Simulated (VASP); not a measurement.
# CuO (Cccm) in VASP: notebook

The runs below take CuO through single point, with LDA, PBEsol.

All numbers are computed with VASP 6.6.1; they aren't measurements. Logs are shortened: lines on timing, memory, paths and dates and some standing lists are left out, and cuts for length are marked.

## (1) The cell of the first run

The structure is orthorhombic, space group Cccm (No. 66). The conventional cell has a = 4.026 Å, b = 4.042 Å, c = 5.044 Å, α = 90.00°, β = 90.00°, γ = 90.00°. Cu (site symmetry 2/m) has 4 O at 1.90 Å within 2.5 Å. Within 2.6 Å of O (site symmetry 222) lie 4 Cu at 1.90 Å and 2 O at 2.52 Å.

## (2) Single point, LDA

INCAR reads:

```
  ALGO = Normal
  EDIFF = 1E-7
  ENCUT = 520
  GGA = CA
  ISIF = 2
  ISMEAR = 0
  LASPH = True
  LCHARG = False
  LREAL = False
  LWAVE = False
  NBANDS = 25
  NELM = 100
  PREC = Accurate
  SIGMA = 0.1
```

KPOINTS reads:

```
k-points
0
Gamma
  14 14 8
```

POSCAR reads:

```
CuO
1.0
    2.0132241320     -2.0211504455      0.0000000000
    2.0132241320      2.0211504455      0.0000000000
    0.0000000000      0.0000000000      5.0443830679
Cu O
2 2
Direct
    0.0000000000      0.5000000000      0.0000000000
    0.5000000000      0.0000000000      0.5000000000
    0.5000000000      0.5000000000      0.2500000000
    0.5000000000      0.5000000000      0.7500000000
```

Potentials or basis: VASP PAW LDA potentials, release 64 (Cu, O).

The run is started by

```sh
cat potpaw_LDA.64/Cu/POTCAR potpaw_LDA.64/O/POTCAR > POTCAR
mpirun -np 1 vasp_std > vasp.out
```

OUTCAR:

```text
EDIFF = 1E-7
   ENCUT = 520
   GGA = CA
   ISIF = 2
   ISMEAR = 0
   LASPH = True
   LREAL = False
   NELM = 100
   PREC = Accurate

 ion  position               nearest neighbor table
   1  0.000  0.500  0.000-   3 1.90   4 1.90   3 1.90   4 1.90
   2  0.500  0.000  0.500-   3 1.90   4 1.90   3 1.90   4 1.90
   3  0.500  0.500  0.250-   1 1.90   2 1.90   2 1.90   1 1.90
   4  0.500  0.500  0.750-   1 1.90   2 1.90   2 1.90   1 1.90

  LATTYP: Found a base centered orthorhombic cell.
 ALAT       =     4.0264482640
 B/A-ratio  =     1.0039371242
 C/A-ratio  =     1.2528120907

  Lattice vectors:

 A1 = (   2.0132241320,  -2.0211504455,   0.0000000000)
 A2 = (   2.0132241320,   2.0211504455,   0.0000000000)
 A3 = (   0.0000000000,   0.0000000000,   5.0443830679)

Analysis of symmetry for initial positions (statically):
=====================================================================
 Subroutine PRICEL returns:
 Original cell was already a primitive cell.

 Routine SETGRP: Setting up the symmetry group for a
 base centered orthorhombic supercell.

 Subroutine GETGRP returns: Found  8 space group operations
 (whereof  4 operations were pure point group operations)
 out of a pool of  8 trial point group operations.

The static configuration has the point symmetry C_2h.
 The point group associated with its full space group is D_2h.

Analysis of symmetry for dynamics (positions and initial velocities):
=====================================================================
 Subroutine PRICEL returns:
 Original cell was already a primitive cell.

 Routine SETGRP: Setting up the symmetry group for a
 base centered orthorhombic supercell.

 Subroutine GETGRP returns: Found  8 space group operations
 (whereof  4 operations were pure point group operations)
 out of a pool of  8 trial point group operations.

The dynamic configuration has the point symmetry C_2h.
 The point group associated with its full space group is D_2h.

 Subroutine INISYM returns: Found  8 space group operations
 (whereof  4 operations are pure point group operations),
 and found     1 'primitive' translations

----------------------------------------------------------------------------------------

                                     Primitive cell

  volume of cell :      41.0515

  direct lattice vectors                    reciprocal lattice vectors
     2.013224132 -2.021150446  0.000000000     0.248357842 -0.247383861  0.000000000
     2.013224132  2.021150446  0.000000000     0.248357842  0.247383861  0.000000000
     0.000000000  0.000000000  5.044383068     0.000000000  0.000000000  0.198240297

  length of vectors
     2.852739127  2.852739127  5.044383068     0.350542996  0.350542996  0.198240297

  position of ions in fractional coordinates (direct lattice)
     0.000000000  0.500000000  0.000000000
     0.500000000  0.000000000  0.500000000
     0.500000000  0.500000000  0.250000000
     0.500000000  0.500000000  0.750000000

  ion indices of the primitive-cell ions
   primitive index   ion index
                 1           1
                 2           2
                 3           3
                 4           4

----------------------------------------------------------------------------------------

 KPOINTS: k-points

Automatic generation of k-mesh.
 Grid dimensions read from file:
 generate k-points for:   14   14    8

 Generating k-lattice:

  Cartesian coordinates                     Fractional coordinates (reciprocal lattice)
     0.017739846 -0.017670276  0.000000000     0.071428571  0.000000000  0.000000000
     0.017739846  0.017670276  0.000000000     0.000000000  0.071428571  0.000000000
     0.000000000  0.000000000  0.024780037     0.000000000  0.000000000  0.125000000

  Length of vectors
     0.025038785  0.025038785  0.024780037

  Shift w.r.t. Gamma in fractional coordinates (k-lattice)
     0.000000000  0.000000000  0.000000000

 Subroutine IBZKPT returns following result:
 ===========================================

 Found    285 irreducible k-points:

 Following reciprocal coordinates:
            Coordinates               Weight
  0.000000  0.000000  0.000000      1.000000
  0.071429  0.000000  0.000000      4.000000
  0.142857 -0.000000  0.000000      4.000000
  0.214286  0.000000  0.000000      4.000000
  0.285714  0.000000  0.000000      4.000000
  0.357143  0.000000  0.000000      4.000000
[... 16 lines left out ...]
  0.214286  0.142857  0.000000      4.000000
  0.285714  0.142857  0.000000      4.000000
 [... further k-points ...]
   k-points           NKPTS =    285   k-points in BZ     NKDIM =    285   number of bands    NBANDS=     25
   number of dos      NEDOS =    301   number of ions     NIONS =      4
   total plane-waves  NPLWV =  23040
   dimension x,y,z NGX =    24 NGY =   24 NGZ =   40
   dimension x,y,z NGXF=    48 NGYF=   48 NGZF=   80
   ions per type =               2   2
   NGX,Y,Z   is equivalent  to a cutoff of  13.99, 13.99, 13.18 a.u.
   NGXF,Y,Z  is equivalent  to a cutoff of  27.97, 27.97, 26.37 a.u.
 SYSTEM =  unknown system
   PREC   = accura    normal or accurate (medium, high low for compatibility)
   ISTART =      0    job   : 0-new  1-cont  2-samecut
   ICHARG =      2    charge: 1-file 2-atom 10-const
   ISPIN  =      1    spin polarized calculation?
   LNONCOLLINEAR =      F non collinear calculations
   LSORBIT =      F    spin-orbit coupling
   LASPH  =      T    aspherical Exc in radial PAW
   ENCUT  =  520.0 eV  38.22 Ry    6.18 a.u.   5.30  5.30  9.38*2*pi/ulx,y,z
   NELM   =    100;   NELMIN=  2; NELMDL= -5     # of ELM steps
   EDIFF  = 0.1E-06   stopping-criterion for ELM
   LREAL  =      F    real-space projection
   EDIFFG = 0.1E-05   stopping-criterion for IOM
   NSW    =      0    number of steps for IOM
   IBRION =     -1    ionic relax: 0-MD 1-quasi-New 2-CG
   NFREE  =      0    steps in history (QN), initial steepest desc. (CG)
   ISIF   =      2    stress and relaxation
   ISYM   =      2    0-nonsym 1-usesym 2-fastsym
   POTIM  = 0.5000    time-step for ionic-motion
   TEBEG  =    0.0;   TEEND  =   0.0 temperature during run
   PSTRESS=    0.0 pullay stress
   NELECT =      34.0000    total number of electrons
   NUPDOWN=      -1.0000    fix difference up-down
   EMIN   =  10.00;   EMAX   =-10.00  energy-range for DOS
   EFERMI =   0.00;   METHOD = LEGACY
   ISMEAR =     0;   SIGMA  =   0.10  broadening in eV -4-tet -1-fermi 0-gaus
   EFERMI_NEDOS =   21; number of points for ismear=-14 and -15
   IALGO  =     38    algorithm
   IMIX   =      4    mixing-type and parameters
     AMIX     =   0.40;   BMIX     =  1.00
     AMIX_MAG =   1.60;   BMIX_MAG =  1.00
  volume/ion in A,a.u.               =      10.26        69.26
  Fermi-wavevector in a.u.,A,eV,Ry     =   1.537416  2.905296 32.159402  2.363649
  Thomas-Fermi vector in A             =   2.643928
   LORBIT       =      0    0 simple, 1 ext, 2 COOP (PROOUT), +10 PAW based schemes
   GGA     = CA    functional components
   LHFCALC =     F    Hartree Fock is set to
   AEXX    =    0.0000 exact exchange contribution
   IVDW    =     0    specifies the selected vdW correction
   LEPSILON=     F    determine dielectric tensor
   LRPA    =     F    only Hartree local field effects (RPA)
 non-spin polarized calculation
 Gauss-broadening in eV      SIGMA  =   0.10
  energy-cutoff  :      520.00
  volume of cell :       41.05
 maximum number of plane-waves:      1138
 NGX is ok and might be reduce to    24
   NGX = 11   NGY = 11   NGZ = 19

 number of electron      33.9999977 magnetization

 Free energy of the ion-electron system (eV)
  ---------------------------------------------------
  ext. energy  EPLUGINS =         0.00000000
  ---------------------------------------------------
  free energy    TOTEN  =       -23.32946793 eV

  energy without entropy =      -23.31674297  energy(sigma->0) =      -23.32310545

 E-fermi :   5.5784     XC(G=0): -12.2745

 val. band max:        5.5721014211   @ k =   0.5000   0.0714   0.2500
 cond. band min:       5.5799762171   @ k =   0.3571   0.0000   0.1250
 fundamental gap:      0.0078747961
 Fermi energy:         5.5783813824

 k-point     1 :       0.0000    0.0000    0.0000
  band No.  band energies     occupation
      1     -14.6306      2.00000
      2     -13.0669      2.00000
      3      -3.3695      2.00000
      4      -0.4403      2.00000
      5      -0.4315      2.00000
      6       1.3582      2.00000
[... 17 lines left out ...]
     24      20.4112      0.00000
     25      20.5711      0.00000

 k-point     2 :       0.0714    0.0000    0.0000
  band No.  band energies     occupation
      1     -14.5974      2.00000
      2     -13.0571      2.00000
      3      -3.3174      2.00000
      4      -0.4686      2.00000
      5      -0.4204      2.00000
      6       1.0660      2.00000
[... 17 lines left out ...]
     24      20.5103      0.00000
     25      20.6198      0.00000

 k-point     3 :       0.1429   -0.0000    0.0000
  band No.  band energies     occupation
      1     -14.5024      2.00000
      2     -13.0303      2.00000
      3      -3.1681      2.00000
      4      -0.5473      2.00000
      5      -0.3779      2.00000
      6       0.3868      2.00000
[... 17 lines left out ...]
     24      20.6978      0.00000
     25      20.7789      0.00000

 k-point     4 :       0.2143    0.0000    0.0000
  band No.  band energies     occupation
      1     -14.3602      2.00000
      2     -12.9909      2.00000
      3      -2.9431      2.00000
      4      -0.6331      2.00000
      5      -0.3885      2.00000
      6      -0.3147      2.00000
[... 17 lines left out ...]
     24      20.6268      0.00000
     25      21.0352      0.00000
[... 477 lines left out ...]
 k-point    22 :       0.1429    0.1429    0.0000
  band No.  band energies     occupation
      1     -14.3756      2.00000
      2     -12.9956      2.00000
      3      -2.9649      2.00000
      4      -0.5361      2.00000
      5      -0.4330      2.00000
      6       0.2707      2.00000
[... 17 lines left out ...]
     24      18.6418      0.00000
     25      20.9522      0.00000

 k-point    23 :       0.2143    0.1429    0.0000
  band No.  band energies     occupation
      1     -14.2357      2.00000
      2     -12.9583      2.00000
      3      -2.7377      2.00000
      4      -0.5901      2.00000
      5      -0.3878      2.00000
      6      -0.3572      2.00000
[... 17 lines left out ...]
     24      18.5344      0.00000
     25      21.0237      0.00000

 k-point    24 :       0.2857    0.1429    0.0000
  band No.  band energies     occupation
      1     -14.0732      2.00000
      2     -12.9166      2.00000
      3      -2.4702      2.00000
      4      -1.0576      2.00000
      5      -0.6242      2.00000
      6      -0.3204      2.00000
[... 17 lines left out ...]
     24      18.8579      0.00000
     25      20.7347      0.00000

 [... further k-points ...]

------------------------ aborting loop because EDIFF is reached ----------------------------------------

  FORCE on cell =-STRESS in cart. coord.  units (eV):
  Direction    XX          YY          ZZ          XY          YZ          ZX
  --------------------------------------------------------------------------------------
  -------------------------------------------------------------------------------------
  Total        0.2277487      0.2156320      0.3732422     -0.0000000      0.0000000      0.0000000
  in kB        8.8886883      8.4157933     14.5670807     -0.0000000      0.0000000      0.0000000
  external PRESSURE =      10.6238541 kB  Pullay stress =       0.0000000 kB

 VOLUME and BASIS-vectors are now :
 -----------------------------------------------------------------------------
  energy-cutoff  :      520.00
  volume of cell :       41.05
      direct lattice vectors                 reciprocal lattice vectors
     2.013224132 -2.021150446  0.000000000     0.248357842 -0.247383861  0.000000000
     2.013224132  2.021150446  0.000000000     0.248357842  0.247383861  0.000000000
     0.000000000  0.000000000  5.044383068     0.000000000  0.000000000  0.198240297

 POSITION                                       TOTAL-FORCE (eV/Angst)
 -----------------------------------------------------------------------------------
      1.00661      1.01058      0.00000        -0.000000      0.000000      0.000000
      1.00661     -1.01058      2.52219         0.000000     -0.000000      0.000000
      2.01322      0.00000      1.26110        -0.000000     -0.000000      0.000000
      2.01322      0.00000      3.78329        -0.000000      0.000000     -0.000000
 -----------------------------------------------------------------------------------
    total drift:                                0.000000     -0.000000     -0.000000

  FREE ENERGIE OF THE ION-ELECTRON SYSTEM (eV)
  ---------------------------------------------------
  free  energy   TOTEN  =       -23.3294679300 eV

  energy  without entropy=      -23.3167429706  energy(sigma->0) =      -23.32310545
```

It took 3.6 min on 1 thread of AMD EPYC 7R13 (Zen 3), shared host; peak memory 0.31 GiB.

What came out:

- Free energy: -23.3295 eV
- Pressure: 1.1 GPa
- Band gap on the k mesh: zero (bands 17 and 18 overlap by 1.22 eV)

Caveat: semilocal functionals often make such compounds metallic where correlation or magnetic order opens a gap, which also shifts bond lengths. With open d or f shells a metallic result of LDA can be an artefact of self-interaction; +U or a hybrid may open a gap.

[end of part 1 of 2]
